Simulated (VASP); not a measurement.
# Lu (Fd-3m) in VASP: further runs, part 2 of 2

VASP 6.6.1.

**4. Single point, PBEsol (volume scaled by 0.78)**

INCAR

```
SYSTEM = Lu
  PREC = Accurate
  ENCUT = 520
  EDIFF = 1E-6
  ISMEAR = -1
  SIGMA = 0.05
  LREAL = .FALSE.
  LASPH = .TRUE.
  NELM = 100
  ALGO = Normal
  ISIF = 2
  LWAVE = .FALSE.
  LCHARG = .TRUE.
  GGA = PS
  LELF = .TRUE.
  LVHAR = .TRUE.
  NBANDS = 32
```

KPOINTS

```
regular mesh
0
G
  10 10 10
  0 0 0
```

POSCAR

```
Lu
1.0
    0.0000000000      3.2957414130      3.2957414130
    3.2957414130      0.0000000000      3.2957414130
    3.2957414130      3.2957414130      0.0000000000
Lu
2
Direct
   -0.1250000000     -0.1250000000     -0.1250000000
    0.1250000000      0.1250000000      0.1250000000
```

Potentials or basis: VASP PAW PBE potentials, release 64 (Lu).

Run with:

```console
$ cat potpaw_PBE.64/Lu/POTCAR > POTCAR
$ mpirun -np 1 vasp_std > vasp.out
```

OUTCAR:

```text
SYSTEM = Lu
   PREC = Accurate
   ENCUT = 520
   EDIFF = 1E-6
   ISMEAR = -1
   LREAL = .FALSE.
   LASPH = .TRUE.
   NELM = 100
   ISIF = 2
   GGA = PS

 ion  position               nearest neighbor table
   1  0.875  0.875  0.875-   2 2.85   2 2.85   2 2.85   2 2.85
   2  0.125  0.125  0.125-   1 2.85   1 2.85   1 2.85   1 2.85

  LATTYP: Found a face centered cubic cell.
 ALAT       =     6.5914828260

  Lattice vectors:

 A1 = (   0.0000000000,   3.2957414130,   3.2957414130)
 A2 = (   3.2957414130,   0.0000000000,   3.2957414130)
 A3 = (   3.2957414130,   3.2957414130,   0.0000000000)

Analysis of symmetry for initial positions (statically):
=====================================================================
 Subroutine PRICEL returns:
 Original cell was already a primitive cell.

 Routine SETGRP: Setting up the symmetry group for a
 face centered cubic supercell.

 Subroutine GETGRP returns: Found 48 space group operations
 (whereof 12 operations were pure point group operations)
 out of a pool of 48 trial point group operations.

The static configuration has the point symmetry D_3d.
 The point group associated with its full space group is O_h .

Analysis of symmetry for dynamics (positions and initial velocities):
=====================================================================
 Subroutine PRICEL returns:
 Original cell was already a primitive cell.

 Routine SETGRP: Setting up the symmetry group for a
 face centered cubic supercell.

 Subroutine GETGRP returns: Found 48 space group operations
 (whereof 12 operations were pure point group operations)
 out of a pool of 48 trial point group operations.

The dynamic configuration has the point symmetry D_3d.
 The point group associated with its full space group is O_h .

 Subroutine INISYM returns: Found 48 space group operations
 (whereof 12 operations are pure point group operations),
 and found     1 'primitive' translations

----------------------------------------------------------------------------------------

                                     Primitive cell

  volume of cell :      71.5961

  direct lattice vectors                    reciprocal lattice vectors
     0.000000000  3.295741413  3.295741413    -0.151710932  0.151710932  0.151710932
     3.295741413  0.000000000  3.295741413     0.151710932 -0.151710932  0.151710932
     3.295741413  3.295741413  0.000000000     0.151710932  0.151710932 -0.151710932

  length of vectors
     4.660882204  4.660882204  4.660882204     0.262771042  0.262771042  0.262771042

  position of ions in fractional coordinates (direct lattice)
     0.875000000  0.875000000  0.875000000
     0.125000000  0.125000000  0.125000000

  ion indices of the primitive-cell ions
   primitive index   ion index
                 1           1
                 2           2

----------------------------------------------------------------------------------------

 KPOINTS: regular mesh

Automatic generation of k-mesh.
 Grid dimensions read from file:
 generate k-points for:   10   10   10

 Generating k-lattice:

  Cartesian coordinates                     Fractional coordinates (reciprocal lattice)
    -0.015171093  0.015171093  0.015171093     0.100000000  0.000000000  0.000000000
     0.015171093 -0.015171093  0.015171093     0.000000000  0.100000000  0.000000000
     0.015171093  0.015171093 -0.015171093     0.000000000  0.000000000  0.100000000

  Length of vectors
     0.026277104  0.026277104  0.026277104

  Shift w.r.t. Gamma in fractional coordinates (k-lattice)
     0.000000000  0.000000000  0.000000000

 Subroutine IBZKPT returns following result:
 ===========================================

 Found     47 irreducible k-points:

 Following reciprocal coordinates:
            Coordinates               Weight
  0.000000  0.000000  0.000000      1.000000
  0.100000  0.000000  0.000000      8.000000
  0.200000  0.000000  0.000000      8.000000
  0.300000  0.000000  0.000000      8.000000
  0.400000  0.000000  0.000000      8.000000
  0.500000  0.000000  0.000000      4.000000
[... 16 lines left out ...]
  0.300000  0.300000  0.000000      6.000000
  0.400000  0.300000  0.000000     24.000000
 [... further k-points ...]
   k-points           NKPTS =     47   k-points in BZ     NKDIM =     47   number of bands    NBANDS=     32
   number of dos      NEDOS =    301   number of ions     NIONS =      2
   total plane-waves  NPLWV =  46656
   dimension x,y,z NGX =    36 NGY =   36 NGZ =   36
   dimension x,y,z NGXF=    72 NGYF=   72 NGZF=   72
   ions per type =               2
   NGX,Y,Z   is equivalent  to a cutoff of  12.84, 12.84, 12.84 a.u.
   NGXF,Y,Z  is equivalent  to a cutoff of  25.68, 25.68, 25.68 a.u.
 SYSTEM =  Lu
   PREC   = accura    normal or accurate (medium, high low for compatibility)
   ISTART =      0    job   : 0-new  1-cont  2-samecut
   ICHARG =      2    charge: 1-file 2-atom 10-const
   ISPIN  =      1    spin polarized calculation?
   LNONCOLLINEAR =      F non collinear calculations
   LSORBIT =      F    spin-orbit coupling
   LASPH  =      T    aspherical Exc in radial PAW
   ENCUT  =  520.0 eV  38.22 Ry    6.18 a.u.   8.67  8.67  8.67*2*pi/ulx,y,z
   NELM   =    100;   NELMIN=  2; NELMDL= -5     # of ELM steps
   EDIFF  = 0.1E-05   stopping-criterion for ELM
   LREAL  =      F    real-space projection
   EDIFFG = 0.1E-04   stopping-criterion for IOM
   NSW    =      0    number of steps for IOM
   IBRION =     -1    ionic relax: 0-MD 1-quasi-New 2-CG
   NFREE  =      0    steps in history (QN), initial steepest desc. (CG)
   ISIF   =      2    stress and relaxation
   ISYM   =      2    0-nonsym 1-usesym 2-fastsym
   POTIM  = 0.5000    time-step for ionic-motion
   TEBEG  =    0.0;   TEEND  =   0.0 temperature during run
   PSTRESS=    0.0 pullay stress
   NELECT =      50.0000    total number of electrons
   NUPDOWN=      -1.0000    fix difference up-down
   EMIN   =  10.00;   EMAX   =-10.00  energy-range for DOS
   EFERMI =   0.00;   METHOD = LEGACY
   ISMEAR =    -1;   SIGMA  =   0.05  broadening in eV -4-tet -1-fermi 0-gaus
   EFERMI_NEDOS =   21; number of points for ismear=-14 and -15
   IALGO  =     38    algorithm
   IMIX   =      4    mixing-type and parameters
     AMIX     =   0.40;   BMIX     =  1.00
     AMIX_MAG =   1.60;   BMIX_MAG =  1.00
  volume/ion in A,a.u.               =      35.80       241.58
  Fermi-wavevector in a.u.,A,eV,Ry     =   1.452452  2.744736 28.703068  2.109616
  Thomas-Fermi vector in A             =   2.569832
   LORBIT       =      0    0 simple, 1 ext, 2 COOP (PROOUT), +10 PAW based schemes
   GGA     = PS    functional components
   LHFCALC =     F    Hartree Fock is set to
   AEXX    =    0.0000 exact exchange contribution
   IVDW    =     0    specifies the selected vdW correction
   LEPSILON=     F    determine dielectric tensor
   LRPA    =     F    only Hartree local field effects (RPA)
 non-spin polarized calculation
  energy-cutoff  :      520.00
  volume of cell :       71.60
 maximum number of plane-waves:      1964
   NGX = 17   NGY = 17   NGZ = 17

 number of electron      50.0000006 magnetization

 Free energy of the ion-electron system (eV)
  ---------------------------------------------------
  ext. energy  EPLUGINS =         0.00000000
  ---------------------------------------------------
  free energy    TOTEN  =        -5.52145343 eV

  energy without entropy =       -5.49481501  energy(sigma->0) =       -5.50813422

 E-fermi :   0.8111     XC(G=0):  -9.6155

 val. band max:        0.8084185096   @ k =   0.4000   0.3000   0.1000
 cond. band min:       0.8156792014   @ k =   0.4000   0.0000   0.0000
 fundamental gap:      0.0072606918
 Fermi energy:         0.8110817565

 k-point     1 :       0.0000    0.0000    0.0000
  band No.  band energies     occupation
      1     -55.9735      2.00000
      2     -55.7598      2.00000
      3     -26.9166      2.00000
      4     -26.9165      2.00000
      5     -26.9165      2.00000
      6     -26.2080      2.00000
[... 24 lines left out ...]
     31       3.3125      0.00000
     32       7.4895      0.00000

 k-point     2 :       0.1000    0.0000    0.0000
  band No.  band energies     occupation
      1     -55.9697      2.00000
      2     -55.7638      2.00000
      3     -26.9249      2.00000
      4     -26.9249      2.00000
      5     -26.9158      2.00000
      6     -26.2103      2.00000
[... 24 lines left out ...]
     31       3.2951      0.00000
     32       7.4417      0.00000
[... 733 lines left out ...]
     31       3.5632      0.00000
     32       5.5897      0.00000

 k-point    24 :       0.4000    0.3000    0.0000
  band No.  band energies     occupation
      1     -55.9145      2.00000
      2     -55.8198      2.00000
      3     -27.0506      2.00000
      4     -27.0441      2.00000
      5     -26.7366      2.00000
      6     -26.4096      2.00000
[... 24 lines left out ...]
     31       3.9230      0.00000
     32       5.1524      0.00000

 [... further k-points ...]
[... 5 lines left out ...]
  --------------------------------------------------------------------------------------
  -------------------------------------------------------------------------------------
  Total        1.2204762      1.2204762      1.2204762      0.0000000      0.0000000      0.0000000
  in kB       27.3118117     27.3118117     27.3118117      0.0000000      0.0000000      0.0000000
  external PRESSURE =      27.3118117 kB  Pullay stress =       0.0000000 kB

 VOLUME and BASIS-vectors are now :
 -----------------------------------------------------------------------------
  energy-cutoff  :      520.00
  volume of cell :       71.60
      direct lattice vectors                 reciprocal lattice vectors
     0.000000000  3.295741413  3.295741413    -0.151710932  0.151710932  0.151710932
     3.295741413  0.000000000  3.295741413     0.151710932 -0.151710932  0.151710932
     3.295741413  3.295741413  0.000000000     0.151710932  0.151710932 -0.151710932

 POSITION                                       TOTAL-FORCE (eV/Angst)
 -----------------------------------------------------------------------------------
      5.76755      5.76755      5.76755        -0.000000     -0.000000     -0.000000
      0.82394      0.82394      0.82394         0.000000      0.000000      0.000000
 -----------------------------------------------------------------------------------
    total drift:                                0.000000      0.000000      0.000000

  FREE ENERGIE OF THE ION-ELECTRON SYSTEM (eV)
  ---------------------------------------------------
  free  energy   TOTEN  =        -5.5214534333 eV

  energy  without entropy=       -5.4948150110  energy(sigma->0) =       -5.50813422
```

Run time: 81 s. Hardware: 1 thread of Intel Xeon Platinum 8488C (Sapphire Rapids), shared host; peak memory 0.25 GiB.

What came out:

```yaml
Free_energy: -5.5215 eV
Pressure: 2.7 GPa
Band_gap_on_the_k_mesh: zero (band 25 reaches 1.38 eV, above the bottom of band 26 at 0.04 eV)
```

Caveat: the PAW data sets were made with another functional, which shifts forces and pressure a little; spin-orbit coupling is left out, which moves the levels of the heavy elements.
